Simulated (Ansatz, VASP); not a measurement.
**HfO2 in VASP and in Ansatz**

```xyz
6
Lattice="3.5767 0.0000 0.0000 0.0000 3.5767 0.0000 0.0000 0.0000 5.2022" Properties=species:S:1:pos:R:3 pbc="T T T"
Hf    1.7883    1.7883    2.6011
Hf    0.0000    0.0000    0.0000
O     0.0000    1.7883    3.6218
O     1.7883    0.0000    4.1815
O     1.7883    0.0000    1.5804
O     0.0000    1.7883    1.0207
```

Alike in both runs: task single point; functional r2SCAN; k mesh 8 × 8 × 6; no spin polarisation.

```csv
,VASP,Ansatz
version,VASP 6.6.1,Ansatz 0.2.0
potentials or method,"VASP PAW PBE potentials, release 64 (Hf_pv, O)","plane waves, PAW"
plane-wave cutoff (eV),520,500
occupations,"gaussian, width 0.01 eV",fixed
valence electrons in the cell,44,76
```

VASP gave:

```
gap on the k mesh at the Fermi level (eV)                     : 5.24
pressure (GPa)                                                : -3.5
traceless stress, the component that is largest in VASP (GPa) : 0.16
rms of the force components (eV/Å)                            : 0.032
```

Q: Which values does Ansatz return?

A: gap on the k mesh at the Fermi level (eV): 5.26; pressure (GPa): 0.0; traceless stress, the component that is largest in VASP (GPa): 0.00; rms of the force components (eV/Å): 0.000.

VASP's potentials were made for PBE, not for r2SCAN. Atom by atom the forces differ by 0.032 eV/Å (rms over components). VASP's potentials hold 44 valence electrons a cell and Ansatz's 76, so a difference there can come from the potentials and not from the codes.

Neither program's run includes spin-orbit coupling.
